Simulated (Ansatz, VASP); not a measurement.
## One calculation of PtS2, two programs

File INCAR:

```
PREC = Accurate
ENCUT = 600
EDIFF = 1E-7
ISMEAR = 0
SIGMA = 0.02
LREAL = F
LASPH = T
NELM = 80
ALGO = Normal
ISIF = 3
LWAVE = F
LCHARG = F
GGA = PE
IVDW = 12
IBRION = 2
NSW = 100
EDIFFG = -0.01
```

File KPOINTS:

```
Automatic mesh
0
Gamma
  9 9 6
```

POSCAR

```
PtS2
1.0
    3.5487422900      0.0000000000      0.0000000000
   -1.7743711500      3.0733008400      0.0000000000
    0.0000000000      0.0000000000      5.5970664000
Pt S
1 2
Direct
    0.0000000000      0.0000000000      0.0000000000
    0.6666666900      0.3333333400      0.7796640400
    0.3333333400      0.6666666900      0.2203359500
```

Input for Ansatz:

```yaml
crystal:
  lattice:
    - [3.54874229, 0.0, 0.0]
    - [-1.77437115, 3.07330084, 0.0]
    - [0.0, 0.0, 5.5970664]
  atoms:
    - { symbol: Pt, position: [0.0, 0.0, 0.0] }
    - { symbol: S, position: [0.66666669, 0.33333334, 0.77966404] }
    - { symbol: S, position: [0.33333334, 0.66666669, 0.22033595] }
basis:
  ecutwfc: 420
kpoints:
  mp_grid: { grid: [9, 9, 6] }
hamiltonian:
  xc: pbe
  dispersion: d3bj
scf:
  occupations: { method: gaussian, width: 0.02 }
output:
  forces: true
  stress: true
  eigenvalues: true
relax:
  adjacent_minimum: "off"
  f_tol: 0.01
  max_steps: 80
  cell: { stress_tol: 0.05 }
```

Alike in both runs: task relaxation of cell and atoms; functional PBE; dispersion D3(BJ); k mesh 9 × 9 × 6; occupations gaussian, width 0.02 eV; no spin polarisation.

|  | VASP | Ansatz |
| --- | --- | --- |
| version | VASP 6.6.1 | Ansatz 0.2.0 |
| potentials or method | VASP PAW PBE potentials, release 64 (Pt, S), cutoff 600 eV | scalar-relativistic, plane waves, PAW |
| valence electrons in the cell | 22 | 30 |

|  | VASP | Ansatz | Ansatz less VASP |
| --- | --- | --- | --- |
| gap on the k mesh at the Fermi level, each at its own relaxed structure (eV) | 0.15 | 0.14 | -0.015 |
| relaxed volume (Å³/atom) | 17.28 | 17.31 | +0.032 |
| relaxed cell length with the largest relative difference (Å) | 3.580 | 3.583 | +0.0025 |

VASP's potentials hold 22 valence electrons a cell and Ansatz's 30, so a difference there can come from the potentials and not from the codes. Ansatz's warnings: structure snapped to symmetry.

Spin-orbit coupling is off throughout. Noted on VASP's run: the volume moved by over 15 % at a fixed basis, so the end points are rough.
